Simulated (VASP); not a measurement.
# Cu (Fm-3m) in VASP: further runs, part 2 of 2

VASP 6.6.1. The steps go on from the part before.

## (3) Relaxation of cell and atoms, LDA

INCAR

```
SYSTEM = Cu
ALGO     = Normal         ! electronic algorithm
EDIFF    = 1E-6           ! SCF threshold, eV
EDIFFG   = -0.05          ! ionic threshold
ENCUT    = 600            ! plane-wave cutoff, eV
GGA      = CA             ! functional
IBRION   = 2              ! ionic algorithm
ISIF     = 3              ! what is computed and relaxed
ISMEAR   = 0              ! smearing method
LASPH    = .TRUE.         ! aspherical terms in the spheres
LCHARG   = .FALSE.        ! write CHGCAR
LREAL    = .FALSE.        ! projectors in reciprocal space
LWAVE    = .FALSE.        ! write WAVECAR
NELM     = 100            ! most SCF steps
NSW      = 100            ! ionic steps
PREC     = Accurate       ! precision mode
SIGMA    = 0.1            ! smearing width, eV
```

KPOINTS

```
k-points
0
G
  10 10 10
  0 0 0
```

POSCAR

```
Cu
1.0
    0.0000000000      1.8250000000      1.8250000000
    1.8250000000      0.0000000000      1.8250000000
    1.8250000000      1.8250000000      0.0000000000
Cu
1
Direct
    0.0000000000      0.0000000000      0.0000000000
```

Potentials or basis: VASP PAW LDA potentials, release 64 (Cu).

Launch:

```bash
$ cat potpaw_LDA.64/Cu/POTCAR > POTCAR
$ mpirun -np 1 vasp_std > vasp.out
```

OUTCAR:

```text
SYSTEM = Cu
   EDIFF = 1E-6
   EDIFFG = -0.05
   ENCUT = 600
   GGA = CA
   IBRION = 2
   ISIF = 3
   ISMEAR = 0
   LASPH = .TRUE.
   LREAL = .FALSE.
   NELM = 100
   NSW = 100
   PREC = Accurate

 ion  position               nearest neighbor table
   1  0.000  0.000  0.000-

  LATTYP: Found a face centered cubic cell.
 ALAT       =     3.6500000000

  Lattice vectors:

 A1 = (   0.0000000000,   1.8250000000,   1.8250000000)
 A2 = (   1.8250000000,   0.0000000000,   1.8250000000)
 A3 = (   1.8250000000,   1.8250000000,   0.0000000000)

Analysis of symmetry for initial positions (statically):
=====================================================================
 Subroutine PRICEL returns:
 Original cell was already a primitive cell.

[... 253 lines left out ...]
 fundamental gap:      0.3056946329
 Fermi energy:         8.2002193062

 k-point     1 :       0.0000    0.0000    0.0000
  band No.  band energies     occupation
      1      -1.6120      2.00000
      2       5.0050      2.00000
      3       5.0050      2.00000
      4       5.0050      2.00000
      5       5.9474      2.00000
      6       5.9474      2.00000
      7      31.6104      0.00000
      8      34.6882      0.00000
      9      34.6882      0.00000
[... 265 lines left out ...]
 k-point    24 :       0.4000    0.3000    0.0000
  band No.  band energies     occupation
      1       2.8779      2.00000
      2       3.8045      2.00000
      3       5.6029      2.00000
      4       6.0954      2.00000
      5       6.5509      2.00000
      6       7.2014      2.00000
      7      21.0254      0.00000
      8      21.9717      0.00000
      9      23.9204      0.00000

 [... further k-points ...]

------------------------ aborting loop because EDIFF is reached ----------------------------------------

  FORCE on cell =-STRESS in cart. coord.  units (eV):
  Direction    XX          YY          ZZ          XY          YZ          ZX
  --------------------------------------------------------------------------------------
  -------------------------------------------------------------------------------------
  Total       -0.0065540     -0.0065540     -0.0065540      0.0000000      0.0000000      0.0000000
  in kB       -0.9593364     -0.9593364     -0.9593364      0.0000000      0.0000000      0.0000000
  external PRESSURE =      -0.9593364 kB  Pullay stress =       0.0000000 kB
[... 16 lines left out ...]
  FREE ENERGIE OF THE ION-ELECTRON SYSTEM (eV)
  ---------------------------------------------------
  free  energy   TOTEN  =        -4.6942062434 eV

  energy  without entropy=       -4.6906976971  energy(sigma->0) =       -4.69245197

 reached required accuracy - stopping structural energy minimisation
```

CONTCAR:

```text
Cu
   1.00000000000000
     0.0000000000000000    1.7622639213584375    1.7622639213584375
     1.7622639213584375   -0.0000000000000000    1.7622639213584375
     1.7622639213584375    1.7622639213584375   -0.0000000000000000
  Cu
     1
Direct
     0.0000000000000000    0.0000000000000000    0.0000000000000000

  0.00000000E+00  0.00000000E+00  0.00000000E+00
```

It took 10 s on 1 thread of AMD EPYC 9R45 (Zen 5), shared host; peak memory 0.11 GiB.

What came out:

| Property | Result |
| --- | --- |
| Free energy | -4.6942 eV |
| Relaxed volume | 10.95 Å³/atom |
| Relaxed cell | a = 2.492 Å, b = 2.492 Å, c = 2.492 Å, α = 60.00°, β = 60.00°, γ = 60.00° |
| Space group after relaxing (to 0.05 Å) | Fm-3m (No. 225) |
| Energy gained by relaxing | 62.4 meV/atom |
| Ionic steps | 3 |
| Pressure after relaxing | -0.1 GPa |

Step by step:
```
step  energy change (eV)  largest force (eV/Å)  pressure (GPa)  volume (Å³)
   1              0.0000                0.0000          -14.77        12.16
   2             -0.0375                0.0000           12.95        10.29
   3             -0.0624                0.0000           -0.10        10.95
```

Final structure:
```
Cu
1.0
     0.00000    1.76226    1.76226
     1.76226    0.00000    1.76226
     1.76226    1.76226    0.00000
Cu
1
Direct
  0.00000 0.00000 0.00000
```

Levels at points of the mesh, in eV from the Fermi level:
```
           k point  band 4  band 5  band 6  band 7  band 8  band 9
(0.00, 0.00, 0.00)   -3.20   -2.25   -2.25   23.41   26.49   26.49
(0.50, 0.00, 0.00)   -1.61   -1.61   -1.08    4.25   21.89   23.25
(0.50, 0.50, 0.00)   -1.46   -1.46    1.56    7.79   13.73   13.73
```

LDA usually gives volumes a few per cent too small. Zero-point motion and thermal expansion aren't in these numbers.

## (4) Single point, LDA

This run uses another cell than the first one, of 10.88 Å³/atom, 0.895 times its volume.

INCAR

```
SYSTEM = Cu
ALGO = Normal ; EDIFF = 1E-6
ENCUT = 520 ; GGA = CA
ISIF = 2 ; ISMEAR = 0
LASPH = .TRUE. ; LCHARG = .FALSE.
LREAL = .FALSE. ; LWAVE = .FALSE.
NBANDS = 12 ; NELM = 100
PREC = Accurate ; SIGMA = 0.1
```

KPOINTS

```
k-points
0
G
  28 28 28
  0 0 0
```

POSCAR

```
Cu
1.0
    0.0000000000      1.7588811948      1.7588811948
    1.7588811948      0.0000000000      1.7588811948
    1.7588811948      1.7588811948      0.0000000000
Cu
1
Direct
    0.0000000000      0.0000000000      0.0000000000
```

Launch:

```bash
$ cat potpaw_LDA.64/Cu/POTCAR > POTCAR
$ mpirun -np 1 vasp_std > vasp.out
```

Run time: 34 s. Hardware: 1 thread of AMD EPYC 9R45 (Zen 5), shared host; peak memory 0.15 GiB.

It converged, with:

```yaml
Free_energy: -4.7089 eV
Pressure: 0.9 GPa
```

Levels at points of the mesh, in eV from the Fermi level:
```tsv
k point	band 2	band 3	band 4	band 5	band 6	band 7	band 8	band 9	band 10	band 11
(0.00, 0.00, 0.00)	-3.36	-3.36	-3.36	-2.40	-2.40	23.31	26.43	26.43	26.43	29.05
(0.50, 0.00, 0.00)	-3.39	-3.39	-1.76	-1.76	-1.24	4.14	21.79	23.19	23.19	26.26
(0.50, 0.50, 0.00)	-4.94	-1.77	-1.60	-1.60	1.41	7.69	13.63	13.63	18.48	21.64
```

## (5) Single point, LDA

This run uses another cell than the first one, of 10.89 Å³/atom, 0.896 times its volume.

INCAR

```
SYSTEM = Cu
ALGO = Fast
EDIFF = 1E-6
ENCUT = 520
GGA = CA
ISIF = 2
ISMEAR = -1
LASPH = .True.
LCHARG = .False.
LREAL = .False.
LWAVE = .False.
NBANDS = 12
NELM = 100
PREC = Accurate
SIGMA = 0.15
```

KPOINTS

```
k-points
0
Gamma
  28 28 28
  0 0 0
```

POSCAR

```
Cu
1.0
    0.0000000000      1.7591783112      1.7591783112
    1.7591783112      0.0000000000      1.7591783112
    1.7591783112      1.7591783112      0.0000000000
Cu
1
Direct
    0.0000000000      0.0000000000      0.0000000000
```

Launch:

```bash
$ cat potpaw_LDA.64/Cu/POTCAR > POTCAR
$ mpirun -np 1 vasp_std > vasp.out
```

Wall time 54 s (1 thread of AMD EPYC 9R45 (Zen 5), shared host); peak memory 0.15 GiB.

The run converged. Its results:

* Free energy: -4.7182 eV
* Pressure: 1.2 GPa

Levels at points of the mesh, in eV from the Fermi level:
| k point | band 4 | band 5 | band 6 | band 7 | band 8 | band 9 |
| --- | --- | --- | --- | --- | --- | --- |
| (0.00, 0.00, 0.00) | -3.37 | -2.42 | -2.42 | 23.29 | 26.41 | 26.41 |
| (0.50, 0.00, 0.00) | -1.77 | -1.77 | -1.25 | 4.12 | 21.77 | 23.18 |
| (0.50, 0.50, 0.00) | -1.61 | -1.61 | 1.40 | 7.67 | 13.62 | 13.62 |

## (6) The runs side by side

```tsv
task	cell	k mesh	cutoff (eV)	smearing	gap on the mesh (eV)	pressure (GPa)
single point	a = 2.581 Å, angles 60.0°, 1 atom	8 × 8 × 8	520	gaussian 0.1 eV	none	-14.2
relaxation of cell and atoms	relaxed from a = 2.581 Å, angles 60.0°, 1 atom	10 × 10 × 10	600	gaussian 0.1 eV	none	-0.1
single point	a = 2.487 Å, angles 60.0°, 1 atom	28 × 28 × 28	520	gaussian 0.1 eV	none	0.9
single point	a = 2.488 Å, angles 60.0°, 1 atom	28 × 28 × 28	520	fermi-dirac 0.15 eV	none	1.2
```

Alike in all rows: level LDA; potentials or basis VASP PAW LDA potentials, release 64 (Cu); no spin polarisation.

Caveats: some runs use coarse meshes.

Total energies depend on the potentials used, so only differences within one code and one set of settings carry meaning.
